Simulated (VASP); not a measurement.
Set up this calculation in VASP 6.6.1, as the native input.

```
Task                   : single point
Functional             : PBE
Potentials or basis    : VASP PAW PBE potentials, release 64 (Pb_d, O)
Cutoff                 : 520 eV
k mesh                 : 8 × 8 × 10
Occupations            : gaussian, width 0.1 eV
Spin                   : no spin polarisation
Dipole correction      : no
Further INCAR settings : ALGO = Normal; EDIFF = 1e-06; NBANDS = 35
```

The structure of PbO2 lies in POSCAR:

```
PbO2
1.0
    5.1386322117      0.0000000000      0.0000000000
    0.0000000000      5.1386322117      0.0000000000
    0.0000000000      0.0000000000      3.2882336811
Pb O
2 4
Direct
    0.0000000000      0.0000000000      0.0000000000
    0.5000000000      0.5000000000      0.5000000000
    0.3076812961      0.3076812961      0.0000000000
    0.1923187039      0.8076812961      0.5000000000
    0.6923187039      0.6923187039      0.0000000000
    0.8076812961      0.1923187039      0.5000000000
```

This cell differs from its parent crystal: uniaxial strain along c: -4.5 %.

These files were run (other wordings do the same):

INCAR

```
PREC = Accurate
ENCUT = 520
EDIFF = 1E-6
ISMEAR = 0
SIGMA = 0.1
LREAL = False
LASPH = True
NELM = 80
ALGO = Normal
ISIF = 2
LWAVE = False
LCHARG = False
GGA = PE
NBANDS = 35
```

KPOINTS

```
regular mesh
0
Gamma
  8 8 10
```

Potentials or basis: VASP PAW PBE potentials, release 64 (Pb_d, O).

Run with:

```bash
$ cat potpaw_PBE.64/Pb_d/POTCAR potpaw_PBE.64/O/POTCAR > POTCAR
$ mpirun -np 1 vasp_std > vasp.out
```

It gave:

```yaml
Pressure: 5.3 GPa
Largest_force: 0.127 eV/Å
```

Caveat: the cell differs from its parent crystal (uniaxial strain along c: -4.5 %); the cell stands under pressure.

It took 100 s on 1 thread of Intel(R) Xeon(R) 6975P-C (Granite Rapids) (shared host), peak memory 0.33 GiB.
